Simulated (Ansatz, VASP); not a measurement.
## Two plane-wave programs on Tc

```
CELL_PARAMETERS angstrom
2.70233 0.00000 0.00000
-1.35117 2.34029 0.00000
0.00000 0.00000 8.65116
ATOMIC_POSITIONS crystal
Tc 0.66667 0.33333 0.75000
Tc 0.00000 0.00000 0.50000
Tc 0.33333 0.66667 0.25000
Tc 0.00000 0.00000 0.00000
```

Alike in both runs: task single point; functional PBE; k mesh 11 × 11 × 3; occupations fermi-dirac, width 0.05 eV; no spin polarisation.

```csv
,VASP,Ansatz
version,VASP 6.6.1,Ansatz 0.2.0
potentials or method,"VASP PAW PBE potentials, release 64 (Tc_sv)",Ansatz PAW earlier set
plane-wave cutoff (eV),560,500
valence electrons in the cell,60,60
```

Ansatz gave:

- gap on the k mesh at the Fermi level (eV): none
- pressure (GPa): 18.6
- traceless stress, the component that is largest in VASP (GPa): 1.48

Task: Estimate VASP's values.

Result: gap on the k mesh at the Fermi level (eV): none; pressure (GPa): 17.6; traceless stress, the component that is largest in VASP (GPa): 1.42.

A gap of «none» marks a metal or a gap that the smearing closes.
